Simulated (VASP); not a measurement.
Here is a VASP 6.6.1 calculation.

File INCAR:

```
SYSTEM = Zr3TiGe8
  ALGO = Normal
  EDIFF = 1E-6
  ENCUT = 520
  GGA = PE
  ISIF = 2
  ISMEAR = 0
  LASPH = .True.
  LCHARG = .False.
  LREAL = .False.
  LWAVE = .False.
  NBANDS = 92
  NELM = 60
  PREC = Accurate
  SIGMA = 0.2
```

Contents of KPOINTS:

```
k-points
0
Gamma
  4 4 4
  0 0 0
```

POSCAR

```
Zr3TiGe8
1.0
    0.0000000000      0.0000000000      5.2379390000
    4.4725940000     -4.5660860000      0.0000000000
    4.4725940000      4.5660860000      0.0000000000
Zr Ti Ge
3 1 8
Direct
    0.0000000000      0.0000000000      0.0000000000
    0.2488100000      0.5000000000      0.0000000000
    0.7511900000      0.0000000000      0.5000000000
    0.5000000000      0.5000000000      0.5000000000
    0.5000000000      0.8331970000      0.8331970000
    0.0000000000      0.3390420000      0.3390420000
    0.5000000000      0.1668030000      0.1668030000
    0.0000000000      0.6609580000      0.6609580000
    0.7450530000      0.6598550000      0.1701890000
    0.2549470000      0.1701890000      0.6598550000
    0.7450530000      0.3401450000      0.8298110000
    0.2549470000      0.8298110000      0.3401450000
```

Potentials or basis: VASP PAW PBE potentials, release 64 (Zr_sv, Ti_sv, Ge_d).

Command:

```bash
$ cat potpaw_PBE.64/Zr_sv/POTCAR potpaw_PBE.64/Ti_sv/POTCAR potpaw_PBE.64/Ge_d/POTCAR > POTCAR
$ mpirun -np 1 vasp_std > vasp.out
```

Estimate the pressure.

0.0 GPa.

Predict the band gap on the k mesh.

zero (band 80 reaches 8.97 eV, above the bottom of band 81 at 7.68 eV).

Estimate the largest force.

0.044 eV/Å.

Forces in eV/Å, atoms in the order of the input:
```
Zr   0.000  0.000  0.000
Zr   0.000  0.000 -0.007
Zr   0.000  0.000  0.007
Ti   0.000  0.000  0.000
Ge   0.044  0.000  0.000
Ge   0.040  0.000  0.000
Ge  -0.044  0.000  0.000
Ge  -0.040  0.000  0.000
Ge  -0.042 -0.006  0.004
Ge  -0.042  0.006 -0.004
Ge   0.042  0.006  0.004
Ge   0.042 -0.006 -0.004
```
